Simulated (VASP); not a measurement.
The system is Ga.

```
Ga
1.0
     1.38300   -4.02650    0.00000
     1.38300    4.02650    0.00000
    -0.11745    0.00000    3.32993
Ga
2
Direct
  0.13100 0.86900 0.75000
  0.86900 0.13100 0.25000
```

```yaml
Program: VASP 6.6.1
Task: relaxation of cell and atoms
Functional: RPBE
Potentials_or_basis: VASP PAW PBE potentials, release 64 (Ga_d)
Cutoff: 600 eV
k_mesh: 10 × 10 × 8
Occupations: fermi-dirac, width 0.05 eV
Spin: no spin polarisation
```

At the start: pressure 3.8 GPa; volume 18.54 Å³/atom.

How do energy, volume and symmetry change on relaxing?

Over 18 steps the energy falls by 25.5 meV/atom and the volume is 19.96 Å³/atom (+7.6 %); space group C2/c (No. 15, to 0.1 Å) before, Cmcm (No. 63, to 0.1 Å).

The path:
```csv
step,energy change (eV),largest force (eV/Å),pressure (GPa),volume (Å³)
1,0.0000,0.2118,3.81,37.09
2,-0.0351,0.1141,0.22,39.50
3,-0.0361,0.1004,-0.06,39.92
4,-0.0347,0.0766,-0.87,40.78
5,-0.0362,0.0963,-0.36,40.15
6,-0.0362,0.0979,-0.30,40.08
7,-0.0392,0.0674,-0.22,40.00
8,-0.0463,0.0193,0.02,39.75
9,-0.0370,0.2275,1.05,39.18
10,-0.0488,0.0675,0.28,39.61
11,-0.0490,0.0985,0.37,39.54
12,-0.0492,0.0619,0.14,39.88
13,-0.0498,0.0798,0.23,39.72
14,-0.0508,0.0306,-0.16,39.98
15,-0.0509,0.0262,-0.04,40.00
16,-0.0509,0.0172,-0.17,40.05
17,-0.0510,0.0032,0.05,39.90
18,-0.0510,0.0023,-0.03,39.91
```

Final structure:
```
Ga
1.0
     1.47082   -4.15991    0.02577
     1.47082    4.15991    0.02577
    -0.06340    0.00000    3.26066
Ga
2
Direct
  0.13553 0.86447 0.75000
  0.86447 0.13553 0.25000
```

Caveat: the PAW data sets were made with another functional, which shifts forces and pressure a little.
